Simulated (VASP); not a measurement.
# ScAl4 (Pm-3m) in VASP: further runs

Runs on ScAl4. Level: PBE. Tasks: single point, relaxation of cell and atoms.

All numbers are computed with VASP 6.6.1; they aren't measurements. Logs are shortened: lines on timing, memory, paths and dates and some standing lists are left out, and cuts for length are marked.

## 1. The cell of the first run

Symmetry: Pm-3m, No. 221, cubic system. The conventional cell has a = 5.267 Å, b = 5.267 Å, c = 5.267 Å, α = 90.00°, β = 90.00°, γ = 90.00°. Sc (site symmetry m-3m) has 6 Al at 2.63 Å within 3.5 Å. Within 4.9 Å of Al (site symmetry m-3m) lie 12 Al at 3.72 Å and 8 Sc at 4.56 Å. Al (site symmetry 4/mmm) has 2 Sc at 2.63 Å within 3.5 Å.

## 2. Single point, PBE

INCAR reads:

```
SYSTEM = ScAl4
  PREC = Accurate
  ENCUT = 520
  EDIFF = 1E-7
  ISMEAR = 0
  SIGMA = 0.1
  LREAL = .FALSE.
  LASPH = .TRUE.
  NELM = 100
  ALGO = Normal
  ISIF = 2
  LWAVE = .FALSE.
  LCHARG = .TRUE.
  GGA = PE
  LELF = .TRUE.
  LVHAR = .TRUE.
  NBANDS = 20
```

KPOINTS reads:

```
Automatic mesh
0
G
  4 4 4
  0 0 0
```

POSCAR reads:

```
ScAl4
1.0
    5.2668370842      0.0000000000      0.0000000000
    0.0000000000      5.2668370842      0.0000000000
    0.0000000000      0.0000000000      5.2668370842
Sc Al
1 4
Direct
    0.5000000000      0.5000000000      0.5000000000
    0.0000000000      0.0000000000      0.0000000000
    0.0000000000      0.5000000000      0.5000000000
    0.5000000000      0.0000000000      0.5000000000
    0.5000000000      0.5000000000      0.0000000000
```

Potentials or basis: VASP PAW PBE potentials, release 64 (Sc_sv, Al).

Started as:

```
$ cat potpaw_PBE.64/Sc_sv/POTCAR potpaw_PBE.64/Al/POTCAR > POTCAR
$ mpirun -np 1 vasp_std > vasp.out
```

OUTCAR:

```text
SYSTEM = ScAl4
   PREC = Accurate
   ENCUT = 520
   EDIFF = 1E-7
   ISMEAR = 0
   LREAL = .FALSE.
   LASPH = .TRUE.
   NELM = 100
   ISIF = 2
   GGA = PE

 ion  position               nearest neighbor table
   1  0.500  0.500  0.500-   3 2.63   4 2.63   5 2.63   5 2.63   4 2.63   3 2.63
   2  0.000  0.000  0.000-
   3  0.000  0.500  0.500-   1 2.63   1 2.63
   4  0.500  0.000  0.500-   1 2.63   1 2.63
   5  0.500  0.500  0.000-   1 2.63   1 2.63

  LATTYP: Found a simple cubic cell.
 ALAT       =     5.2668370842

  Lattice vectors:

 A1 = (   5.2668370842,   0.0000000000,   0.0000000000)
 A2 = (   0.0000000000,   5.2668370842,   0.0000000000)
 A3 = (   0.0000000000,   0.0000000000,   5.2668370842)

Analysis of symmetry for initial positions (statically):
=====================================================================
 Subroutine PRICEL returns:
 Original cell was already a primitive cell.

 Routine SETGRP: Setting up the symmetry group for a
 simple cubic supercell.

 Subroutine GETGRP returns: Found 48 space group operations
 (whereof 48 operations were pure point group operations)
 out of a pool of 48 trial point group operations.

The static configuration has the point symmetry O_h .

Analysis of symmetry for dynamics (positions and initial velocities):
=====================================================================
 Subroutine PRICEL returns:
 Original cell was already a primitive cell.

 Routine SETGRP: Setting up the symmetry group for a
 simple cubic supercell.

 Subroutine GETGRP returns: Found 48 space group operations
 (whereof 48 operations were pure point group operations)
 out of a pool of 48 trial point group operations.

The dynamic configuration has the point symmetry O_h .

 Subroutine INISYM returns: Found 48 space group operations
 (whereof 48 operations are pure point group operations),
 and found     1 'primitive' translations

----------------------------------------------------------------------------------------

                                     Primitive cell

  volume of cell :     146.0998

  direct lattice vectors                    reciprocal lattice vectors
     5.266837084  0.000000000  0.000000000     0.189867274  0.000000000  0.000000000
     0.000000000  5.266837084  0.000000000     0.000000000  0.189867274  0.000000000
     0.000000000  0.000000000  5.266837084     0.000000000  0.000000000  0.189867274

  length of vectors
     5.266837084  5.266837084  5.266837084     0.189867274  0.189867274  0.189867274

  position of ions in fractional coordinates (direct lattice)
     0.500000000  0.500000000  0.500000000
     0.000000000  0.000000000  0.000000000
     0.000000000  0.500000000  0.500000000
     0.500000000  0.000000000  0.500000000
     0.500000000  0.500000000  0.000000000

  ion indices of the primitive-cell ions
   primitive index   ion index
                 1           1
                 2           2
                 3           3
                 4           4
                 5           5

----------------------------------------------------------------------------------------

 KPOINTS: Automatic mesh

Automatic generation of k-mesh.
 Grid dimensions read from file:
 generate k-points for:    4    4    4

 Generating k-lattice:

  Cartesian coordinates                     Fractional coordinates (reciprocal lattice)
     0.047466819  0.000000000  0.000000000     0.250000000  0.000000000  0.000000000
     0.000000000  0.047466819  0.000000000     0.000000000  0.250000000  0.000000000
     0.000000000  0.000000000  0.047466819     0.000000000  0.000000000  0.250000000

  Length of vectors
     0.047466819  0.047466819  0.047466819

  Shift w.r.t. Gamma in fractional coordinates (k-lattice)
     0.000000000  0.000000000  0.000000000

 Subroutine IBZKPT returns following result:
 ===========================================

 Found     10 irreducible k-points:

 Following reciprocal coordinates:
            Coordinates               Weight
  0.000000  0.000000  0.000000      1.000000
  0.250000  0.000000  0.000000      6.000000
  0.500000  0.000000  0.000000      3.000000
  0.250000  0.250000  0.000000     12.000000
  0.500000  0.250000  0.000000     12.000000
  0.500000  0.500000  0.000000      3.000000
  0.250000  0.250000  0.250000      8.000000
  0.500000  0.250000  0.250000     12.000000
  0.500000  0.500000  0.250000      6.000000
  0.500000  0.500000  0.500000      1.000000
   k-points           NKPTS =     10   k-points in BZ     NKDIM =     10   number of bands    NBANDS=     20
   number of dos      NEDOS =    301   number of ions     NIONS =      5
   total plane-waves  NPLWV =  64000
   dimension x,y,z NGX =    40 NGY =   40 NGZ =   40
   dimension x,y,z NGXF=    80 NGYF=   80 NGZF=   80
   ions per type =               1   4
   NGX,Y,Z   is equivalent  to a cutoff of  12.63, 12.63, 12.63 a.u.
   NGXF,Y,Z  is equivalent  to a cutoff of  25.25, 25.25, 25.25 a.u.
 SYSTEM =  ScAl4
   PREC   = accura    normal or accurate (medium, high low for compatibility)
   ISTART =      0    job   : 0-new  1-cont  2-samecut
   ICHARG =      2    charge: 1-file 2-atom 10-const
   ISPIN  =      1    spin polarized calculation?
   LNONCOLLINEAR =      F non collinear calculations
   LSORBIT =      F    spin-orbit coupling
   LASPH  =      T    aspherical Exc in radial PAW
   ENCUT  =  520.0 eV  38.22 Ry    6.18 a.u.   9.79  9.79  9.79*2*pi/ulx,y,z
   NELM   =    100;   NELMIN=  2; NELMDL= -5     # of ELM steps
   EDIFF  = 0.1E-06   stopping-criterion for ELM
   LREAL  =      F    real-space projection
   EDIFFG = 0.1E-05   stopping-criterion for IOM
   NSW    =      0    number of steps for IOM
   IBRION =     -1    ionic relax: 0-MD 1-quasi-New 2-CG
   NFREE  =      0    steps in history (QN), initial steepest desc. (CG)
   ISIF   =      2    stress and relaxation
   ISYM   =      2    0-nonsym 1-usesym 2-fastsym
   POTIM  = 0.5000    time-step for ionic-motion
   TEBEG  =    0.0;   TEEND  =   0.0 temperature during run
   PSTRESS=    0.0 pullay stress
   NELECT =      23.0000    total number of electrons
   NUPDOWN=      -1.0000    fix difference up-down
   EMIN   =  10.00;   EMAX   =-10.00  energy-range for DOS
   EFERMI =   0.00;   METHOD = LEGACY
   ISMEAR =     0;   SIGMA  =   0.10  broadening in eV -4-tet -1-fermi 0-gaus
   EFERMI_NEDOS =   21; number of points for ismear=-14 and -15
   IALGO  =     38    algorithm
   IMIX   =      4    mixing-type and parameters
     AMIX     =   0.40;   BMIX     =  1.00
     AMIX_MAG =   1.60;   BMIX_MAG =  1.00
  volume/ion in A,a.u.               =      29.22       197.19
  Fermi-wavevector in a.u.,A,eV,Ry     =   0.883963  1.670448 10.631471  0.781391
  Thomas-Fermi vector in A             =   2.004800
   LORBIT       =      0    0 simple, 1 ext, 2 COOP (PROOUT), +10 PAW based schemes
   GGA     = PE    functional components
   LHFCALC =     F    Hartree Fock is set to
   AEXX    =    0.0000 exact exchange contribution
   IVDW    =     0    specifies the selected vdW correction
   LEPSILON=     F    determine dielectric tensor
   LRPA    =     F    only Hartree local field effects (RPA)
 non-spin polarized calculation
 Gauss-broadening in eV      SIGMA  =   0.10
  energy-cutoff  :      520.00
  volume of cell :      146.10
 maximum number of plane-waves:      3952
 NGX is ok and might be reduce to    40
   NGX = 19   NGY = 19   NGZ = 19

 number of electron      23.0000002 magnetization

 Free energy of the ion-electron system (eV)
  ---------------------------------------------------
  ext. energy  EPLUGINS =         0.00000000
  ---------------------------------------------------
  free energy    TOTEN  =       -15.97188286 eV

  energy without entropy =      -15.92830154  energy(sigma->0) =      -15.95009220

 E-fermi :   2.5433     XC(G=0):  -8.2865

 val. band max:        2.5296448942   @ k =   0.5000   0.2500   0.0000
 cond. band min:       2.5887015109   @ k =   0.5000   0.2500   0.0000
 fundamental gap:      0.0590566168
 Fermi energy:         2.5433392434

 k-point     1 :       0.0000    0.0000    0.0000
  band No.  band energies     occupation
      1     -46.2064      2.00000
      2     -24.9436      2.00000
      3     -24.9436      2.00000
      4     -24.9436      2.00000
      5      -4.2855      2.00000
      6      -0.5762      2.00000
[... 12 lines left out ...]
     19       5.7507      0.00000
     20       5.7509      0.00000

 k-point     2 :       0.2500    0.0000    0.0000
  band No.  band energies     occupation
      1     -46.2063      2.00000
      2     -24.9454      2.00000
      3     -24.9436      2.00000
      4     -24.9436      2.00000
      5      -3.9584      2.00000
      6      -1.5111      2.00000
[... 12 lines left out ...]
     19       6.1240      0.00000
     20       6.2040      0.00000

 k-point     3 :       0.5000    0.0000    0.0000
  band No.  band energies     occupation
      1     -46.2063      2.00000
      2     -24.9472      2.00000
      3     -24.9436      2.00000
      4     -24.9436      2.00000
      5      -3.2037      2.00000
      6      -2.7399      2.00000
[... 12 lines left out ...]
     19       6.1506      0.00000
     20       6.4038      0.00000

 k-point     4 :       0.2500    0.2500    0.0000
  band No.  band energies     occupation
      1     -46.2063      2.00000
      2     -24.9454      2.00000
      3     -24.9454      2.00000
      4     -24.9436      2.00000
      5      -3.6322      2.00000
      6      -1.2485      2.00000
[... 107 lines left out ...]
 k-point     9 :       0.5000    0.5000    0.2500
  band No.  band energies     occupation
      1     -46.2061      2.00000
      2     -24.9471      2.00000
      3     -24.9471      2.00000
      4     -24.9453      2.00000
      5      -1.7973      2.00000
      6      -1.4461      2.00000
[... 12 lines left out ...]
     19       7.1011      0.00000
     20       7.3578      0.00000

 k-point    10 :       0.5000    0.5000    0.5000
  band No.  band energies     occupation
      1     -46.2060      2.00000
      2     -24.9471      2.00000
      3     -24.9471      2.00000
      4     -24.9471      2.00000
      5      -1.1173      2.00000
      6      -1.1173      2.00000
[... 12 lines left out ...]
     19       8.3029      0.00000
     20       8.3029      0.00000

------------------------ aborting loop because EDIFF is reached ----------------------------------------

  FORCE on cell =-STRESS in cart. coord.  units (eV):
  Direction    XX          YY          ZZ          XY          YZ          ZX
  --------------------------------------------------------------------------------------
  -------------------------------------------------------------------------------------
  Total        0.1292747      0.1292747      0.1292747      0.0000000      0.0000000      0.0000000
  in kB        1.4176679      1.4176679      1.4176679      0.0000000      0.0000000      0.0000000
  external PRESSURE =       1.4176679 kB  Pullay stress =       0.0000000 kB

 VOLUME and BASIS-vectors are now :
 -----------------------------------------------------------------------------
  energy-cutoff  :      520.00
  volume of cell :      146.10
      direct lattice vectors                 reciprocal lattice vectors
     5.266837084  0.000000000  0.000000000     0.189867274  0.000000000  0.000000000
     0.000000000  5.266837084  0.000000000     0.000000000  0.189867274  0.000000000
     0.000000000  0.000000000  5.266837084     0.000000000  0.000000000  0.189867274

 POSITION                                       TOTAL-FORCE (eV/Angst)
 -----------------------------------------------------------------------------------
      2.63342      2.63342      2.63342         0.000000      0.000000      0.000000
      0.00000      0.00000      0.00000         0.000000      0.000000      0.000000
      0.00000      2.63342      2.63342         0.000000      0.000000      0.000000
      2.63342      0.00000      2.63342         0.000000      0.000000      0.000000
      2.63342      2.63342      0.00000         0.000000      0.000000      0.000000
 -----------------------------------------------------------------------------------
    total drift:                               -0.000000      0.000000     -0.000000

  FREE ENERGIE OF THE ION-ELECTRON SYSTEM (eV)
  ---------------------------------------------------
  free  energy   TOTEN  =       -15.9718828606 eV

  energy  without entropy=      -15.9283015381  energy(sigma->0) =      -15.95009220
```

Run time: 27 s. Hardware: 1 thread of Intel Xeon Platinum 8375C at 2.90GHz (Ice Lake), shared host; peak memory 0.24 GiB.

Results:

* Free energy: -15.9719 eV
* Pressure: 0.1 GPa

Levels at points of the mesh, in eV from the Fermi level:
| k point | band 8 | band 9 | band 10 | band 11 | band 12 | band 13 | band 14 | band 15 | band 16 | band 17 |
| --- | --- | --- | --- | --- | --- | --- | --- | --- | --- | --- |
| (0.00, 0.00, 0.00) | -2.25 | -1.14 | -1.14 | -1.14 | 1.27 | 1.27 | 1.27 | 2.95 | 2.95 | 2.95 |
| (0.50, 0.00, 0.00) | -1.84 | -0.42 | -0.42 | -0.31 | -0.10 | -0.10 | 1.37 | 1.41 | 1.86 | 2.72 |
| (0.50, 0.50, 0.00) | -4.05 | -0.86 | 0.11 | 0.11 | 0.16 | 0.20 | 0.86 | 1.08 | 1.08 | 1.66 |
| (0.50, 0.50, 0.50) | -3.34 | -2.55 | -2.06 | -2.06 | -2.06 | 0.24 | 0.24 | 2.72 | 2.72 | 2.72 |

## 3. Relaxation of cell and atoms, PBE

This run uses another cell than the first one, of 15.45 Å³/atom, 0.529 times its volume.

INCAR reads:

```
  ALGO = Normal
  EDIFF = 1E-6
  EDIFFG = -0.04
  ENCUT = 600
  GGA = PE
  IBRION = 2
  ISIF = 3
  ISMEAR = 0
  LASPH = True
  LCHARG = False
  LREAL = False
  LWAVE = False
  NELM = 100
  NSW = 90
  PREC = Accurate
  SIGMA = 0.1
```

KPOINTS reads:

```
k-points
0
Gamma
  4 4 4
```

POSCAR: that of step 2 with these lines changed.

```diff
@@ -2,5 +2,5 @@
 1.0
-    5.2668370842      0.0000000000      0.0000000000
-    0.0000000000      5.2668370842      0.0000000000
-    0.0000000000      0.0000000000      5.2668370842
+    4.2591538600      0.0000000000      0.0000000000
+    0.0000000000      4.2591538600      0.0000000000
+    0.0000000000      0.0000000000      4.2591538600
 Sc Al
```

Potentials or basis: VASP PAW PBE potentials, release 64 (Sc_sv, Al).

Started as:

```
$ cat potpaw_PBE.64/Sc_sv/POTCAR potpaw_PBE.64/Al/POTCAR > POTCAR
$ mpirun -np 1 vasp_std > vasp.out
```

It took 87 s on 1 thread of Intel Xeon Platinum 8375C at 2.90GHz (Ice Lake), shared host; peak memory 0.21 GiB.

It converged, with:

```yaml
Free_energy: -15.9632 eV
Relaxed_volume: 29.39 Å³/atom
Relaxed_cell: a = 5.277 Å, b = 5.277 Å, c = 5.277 Å, α = 90.00°, β = 90.00°, γ = 90.00°
Space_group_after_relaxing_to_0.05_Å: Pm-3m (No. 221)
Energy_gained_by_relaxing: 1101.0 meV/atom
Ionic_steps: 5
Pressure_after_relaxing: 0.0 GPa
```

The path:
| step | energy change (eV) | largest force (eV/Å) | pressure (GPa) | volume (Å³) |
| --- | --- | --- | --- | --- |
| 1 | 0.0000 | 0.0000 | 41.55 | 77.26 |
| 2 | -5.3722 | 0.0000 | 2.85 | 131.30 |
| 3 | -5.4793 | 0.0000 | 1.22 | 139.91 |
| 4 | -5.4425 | 0.0000 | -1.66 | 158.26 |
| 5 | -5.5049 | 0.0000 | -0.02 | 146.96 |

Final structure:
```cif
data_structure
_symmetry_space_group_name_H-M 'P 1'
_symmetry_Int_Tables_number 1
_cell_length_a 5.2771
_cell_length_b 5.2771
_cell_length_c 5.2771
_cell_angle_alpha 90.000
_cell_angle_beta 90.000
_cell_angle_gamma 90.000
_cell_volume 146.96
loop_
_atom_site_label
_atom_site_type_symbol
_atom_site_fract_x
_atom_site_fract_y
_atom_site_fract_z
_atom_site_occupancy
Sc1 Sc 0.50000 0.50000 0.50000 1
Al1 Al 0.00000 0.00000 0.00000 1
Al2 Al 0.00000 0.50000 0.50000 1
Al3 Al 0.50000 0.00000 0.50000 1
Al4 Al 0.50000 0.50000 0.00000 1
```

Levels at points of the mesh, in eV from the Fermi level:
```
           k point  band 8  band 9  band 10  band 11  band 12  band 13  band 14  band 15
(0.00, 0.00, 0.00)   -2.26   -1.13    -1.13    -1.13     1.27     1.27     1.27     2.93
(0.50, 0.00, 0.00)   -1.86   -0.41    -0.41    -0.31    -0.10    -0.10     1.37     1.85
(0.50, 0.50, 0.00)   -4.04   -0.87     0.12     0.12     0.15     0.20     0.85     1.08
(0.50, 0.50, 0.50)   -3.34   -2.55    -2.04    -2.04    -2.04     0.24     0.24     2.71
```

Caveat: the k points lie up to 0.30 Å⁻¹ apart in the final cell; the volume moved by over 15 % at a fixed basis, so the end points are rough.
